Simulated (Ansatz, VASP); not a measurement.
# One calculation of Sc4Mo, two programs

INCAR

```
PREC = Accurate ; ENCUT = 520
EDIFF = 1E-6 ; ISMEAR = 0
SIGMA = 0.1 ; LREAL = False
LASPH = True ; NELM = 150
ALGO = Normal ; ISIF = 2
LWAVE = False ; LCHARG = False
ISPIN = 2 ; MAGMOM = 1 1 1 1 1
LORBIT = 11 ; LMAXMIX = 4
GGA = PE ; NBANDS = 41
```

Contents of KPOINTS:

```
regular mesh
0
Gamma
  4 4 4
```

POSCAR

```
Sc4Mo
1.0
    4.8083440427      0.0000000000      0.0000000000
    0.0000000000      4.8083440427      0.0000000000
    0.0000000000      0.0000000000      4.8083440427
Sc Mo
4 1
Direct
    0.5000000000      0.5000000000      0.5000000000
    0.0000000000      0.5000000000      0.5000000000
    0.5000000000      0.0000000000      0.5000000000
    0.5000000000      0.5000000000      0.0000000000
    0.0000000000      0.0000000000      0.0000000000
```

Input for Ansatz:

```yaml
crystal:
  lattice:
    - [4.8083440427, 0.0, 0.0]
    - [0.0, 4.8083440427, 0.0]
    - [0.0, 0.0, 4.8083440427]
  atoms:
    - { symbol: Sc, position: [0.5, 0.5, 0.5], spin: 1.0 }
    - { symbol: Sc, position: [0.0, 0.5, 0.5], spin: 1.0 }
    - { symbol: Sc, position: [0.5, 0.0, 0.5], spin: 1.0 }
    - { symbol: Sc, position: [0.5, 0.5, 0.0], spin: 1.0 }
    - { symbol: Mo, position: [0.0, 0.0, 0.0], spin: 1.0 }
basis:
  ecutwfc: 420
kpoints:
  mp_grid: { grid: [4, 4, 4] }
hamiltonian:
  xc: pbe
scf:
  occupations: { method: gaussian, width: 0.1 }
  lower_state_search: "off"
output:
  forces: true
  stress: true
  eigenvalues: true
  populations: true
magnetization:
  spin_polarized: true
```

Change from the starting cell: species swapped into the Mn4N type (Pm-3m, No. 221).

Alike in both runs: task single point; functional PBE; k mesh 4 × 4 × 4; occupations gaussian, width 0.1 eV; collinear spin.

```csv
,VASP,Ansatz
version,VASP 6.6.1,Ansatz 0.2.0
potentials or method,"VASP PAW PBE potentials, release 64 (Sc_sv, Mo_sv), cutoff 520 eV","scalar-relativistic, plane waves, PAW"
valence electrons in the cell,58,58
```

|  | VASP | Ansatz | Ansatz less VASP |
| --- | --- | --- | --- |
| gap on the k mesh at the Fermi level (eV) | none | none | - |
| pressure (GPa) | 0.7 | 3.1 | +2.43 |
| net moment per atom (μB) | 0.00 | 0.55 | +0.549 |
| size of the moment on the site where the two differ most (μB) | 0.00 | 2.49 | +2.489 |

The net moments are unlike, so the other rows may belong to different states. Site moments also hang on the region over which each program counts them. A gap of «none» marks a metal or a gap that the smearing closes.
